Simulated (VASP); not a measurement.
Here is a VASP 6.6.1 calculation.

File INCAR:

```
SYSTEM = HfC2
PREC     = Accurate       ! precision mode
ENCUT    = 520            ! plane-wave cutoff, eV
EDIFF    = 1E-6           ! SCF threshold, eV
ISMEAR   = 0              ! smearing method
SIGMA    = 0.1            ! smearing width, eV
LREAL    = .FALSE.        ! projectors in reciprocal space
LASPH    = .TRUE.         ! aspherical terms in the spheres
NELM     = 60             ! most SCF steps
ALGO     = Normal         ! electronic algorithm
ISIF     = 2              ! what is computed and relaxed
LWAVE    = .FALSE.        ! write WAVECAR
LCHARG   = .TRUE.         ! write CHGCAR
GGA      = PE             ! functional
LELF     = .TRUE.         ! ELF
LVHAR    = .TRUE.       
NBANDS   = 16             ! bands
```

The input KPOINTS:

```
Automatic mesh
0
G
  22 22 22
  0 0 0
```

File POSCAR:

```
HfC2
1.0
   -1.4135122879      1.4135122879      3.7866007642
    1.4135122879     -1.4135122879      3.7866007642
    1.4135122879      1.4135122879     -3.7866007642
Hf C
1 2
Direct
    0.0000000000      0.0000000000      0.0000000000
    0.2960358232      0.2960358232      0.0000000000
    0.7039641768      0.7039641768      0.0000000000
```

Potentials or basis: VASP PAW PBE potentials, release 64 (Hf_pv, C).

Command:

```bash
$ cat potpaw_PBE.64/Hf_pv/POTCAR potpaw_PBE.64/C/POTCAR > POTCAR
$ mpirun -np 1 vasp_std > vasp.out
```

(1) What does it give for the pressure?

(2) Predict the band gap on the k mesh.

(3) Estimate the largest force.

## Answers

(1) -0.8 GPa.

(2) zero (bands 9 and 10 overlap by 1.86 eV).

(3) 0.012 eV/Å.

Caveat: spin-orbit coupling is left out, which moves the levels of the heavy elements.
